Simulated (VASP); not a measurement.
Here is a VASP 6.6.1 calculation.

File INCAR:

```
ALGO = Normal
EDIFF = 1E-6
ENCUT = 520
GGA = PE
ISIF = 2
ISMEAR = -1
LASPH = True
LCHARG = False
LREAL = False
LWAVE = False
NBANDS = 11
NELM = 100
PREC = Accurate
SIGMA = 0.05
```

File KPOINTS:

```
k-points
0
Gamma
  14 14 14
```

POSCAR

```
C
1.0
    1.2280287114      0.7090027071      3.3470114498
   -1.2280287114      0.7090027071      3.3470114498
    0.0000000000     -1.4180054142      3.3470114498
C
2
Direct
    0.8696000000      0.8196000000      0.8196000000
    0.1304000000      0.1804000000      0.1804000000
```

Potentials or basis: VASP PAW PBE potentials, release 64 (C).

The run is started by

```console
$ cat potpaw_PBE.64/C/POTCAR > POTCAR
$ mpirun -np 1 vasp_std > vasp.out
```

(1) Predict the pressure.

(2) What does it give for the largest force?

Results:

(1) 12.5 GPa.

(2) 6.451 eV/Å.

Caveat: the cell differs from its parent crystal (shortest bond scaled by 1.1); the cell stands under pressure; this functional lacks dispersion, which binds the layers, so the pressure and a relaxed spacing across them are unreliable; forces of over 1 eV/Å act on the atoms, so gaps and moduli don't describe the material at rest.
